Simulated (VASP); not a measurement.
Here is a VASP 6.6.1 calculation.

Contents of POSCAR:

```
LiCl
1.0
    0.0000000000      2.7330425300      2.7330425300
    2.7330425300      0.0000000000      2.7330425300
    2.7330425300      2.7330425300      0.0000000000
Li Cl
1 1
Direct
    0.0000000000      0.0000000000      0.0000000000
    0.2500000000      0.2500000000      0.2500000000
```

INCAR.step1

```
SYSTEM = LiCl
PREC = Accurate ; ENCUT = 500
EDIFF = 1E-8 ; ISMEAR = 0
SIGMA = 0.01 ; LREAL = .FALSE.
LASPH = .TRUE. ; NELM = 60
ALGO = Normal ; LWAVE = .TRUE.
LCHARG = .FALSE. ; GGA = PE
```

File INCAR.step2:

```
SYSTEM = LiCl
PREC = Accurate ; ENCUT = 500
EDIFF = 1E-8 ; ISMEAR = 0
SIGMA = 0.01 ; LREAL = .FALSE.
LASPH = .TRUE. ; NELM = 1
ALGO = Exact ; LWAVE = .TRUE.
LCHARG = .FALSE. ; GGA = PE
NBANDS = 157 ; LOPTICS = .TRUE.
ISTART = 1
```

File INCAR.step3:

```
SYSTEM = LiCl
PREC = Accurate ; ENCUT = 500
EDIFF = 1E-8 ; ISMEAR = 0
SIGMA = 0.01 ; LREAL = .FALSE.
LASPH = .TRUE. ; ALGO = EVGW0
LWAVE = .FALSE. ; LCHARG = .FALSE.
GGA = PE ; NELMGW = 1
NBANDS = 157 ; ENCUTGW = 140.0
NOMEGA = 96 ; PRECFOCK = Fast
ISTART = 1 ; NBANDSGW = 12
OMEGAMAX = 20
```

Contents of KPOINTS:

```
Automatic mesh
0
G
  4 4 4
  0 0 0
```

Potentials or basis: VASP PAW PBE potentials, release 64 (Li_GW, Cl_GW).

Command:

```sh
$ cat potpaw_PBE.64/Li_GW/POTCAR potpaw_PBE.64/Cl_GW/POTCAR > POTCAR
$ cp INCAR.step1 INCAR
$ mpirun -np 1 vasp_std > vasp.out
$ cp INCAR.step2 INCAR
$ mpirun -np 1 vasp_std > vasp.out
$ cp INCAR.step3 INCAR
$ mpirun -np 1 vasp_std > vasp.out
```

**Question.** What does it give for the quasiparticle gap?

**Answer.** 8.84 eV.

**Question.** What does it give for the least direct quasiparticle gap?

**Answer.** 8.84 eV.

**Question.** Predict the band gap of the starting levels on the mesh.

**Answer.** 6.05 eV.

Caveat: the k points lie up to 0.50 Å⁻¹ apart; bands, screening cutoff and mesh are small and nothing is extrapolated, so the quasiparticle values aren't converged; the structure was generated, so it needn't be the stable form of LiCl.
